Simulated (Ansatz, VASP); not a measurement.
**HfN: VASP beside Ansatz**

INCAR

```
SYSTEM = HfN
  PREC = Accurate
  ENCUT = 520
  EDIFF = 1E-6
  ISMEAR = 0
  SIGMA = 0.15
  LREAL = .False.
  LASPH = .True.
  NELM = 60
  ALGO = Normal
  ISIF = 2
  LWAVE = .False.
  LCHARG = .False.
  GGA = PS
  NBANDS = 14
```

Contents of KPOINTS:

```
Automatic mesh
0
Gamma
  16 16 16
  0 0 0
```

POSCAR

```
HfN
1.0
    0.0000000000      2.4548220000      2.4548220000
    2.4548220000      0.0000000000      2.4548220000
    2.4548220000      2.4548220000      0.0000000000
Hf N
1 1
Direct
    0.0000000000      0.0000000000      0.0000000000
    0.8558356252      0.7147214583      0.7147214583
```

Input for Ansatz:

```yaml
crystal:
  lattice:
    - [0.0, 2.454822, 2.454822]
    - [2.454822, 0.0, 2.454822]
    - [2.454822, 2.454822, 0.0]
  atoms:
    - { symbol: Hf, position: [0.0, 0.0, 0.0] }
    - { symbol: "N", position: [0.8558356252, 0.7147214583, 0.7147214583] }
basis:
  ecutwfc: 420
kpoints:
  mp_grid: { grid: [16, 16, 16] }
hamiltonian:
  xc: pbesol
scf:
  occupations: { method: gaussian, width: 0.15 }
output:
  forces: true
  stress: true
  eigenvalues: true
```

Change from the starting cell: all N atoms moved -0.300 Å, as atom 2 towards its neighbour atom 1 (Hf) at 2.126 Å.

Alike in both runs: task single point; functional PBEsol; k mesh 16 × 16 × 16; occupations gaussian, width 0.15 eV; no spin polarisation.

|  | VASP | Ansatz |
| --- | --- | --- |
| version | VASP 6.6.1 | Ansatz 0.2.0 |
| potentials or method | VASP PAW PBE potentials, release 64 (Hf_pv, N), cutoff 520 eV | scalar-relativistic, plane waves, PAW |
| valence electrons in the cell | 15 | 31 |

|  | VASP | Ansatz | Ansatz less VASP |
| --- | --- | --- | --- |
| gap on the k mesh at the Fermi level (eV) | none | none | - |
| pressure (GPa) | 0.5 | 1.3 | +0.72 |
| traceless stress, the component that is largest in VASP (GPa) | 5.88 | 5.95 | +0.069 |
| rms of the force components (eV/Å) | 1.147 | 1.149 | +0.0021 |

VASP's potentials were made for PBE, not for PBEsol. Atom by atom the forces differ by 0.002 eV/Å (rms over components). A gap of «none» marks a metal or a gap that the smearing closes. VASP's potentials hold 15 valence electrons a cell and Ansatz's 31, so a difference there can come from the potentials and not from the codes.

Neither program's run includes spin-orbit coupling.
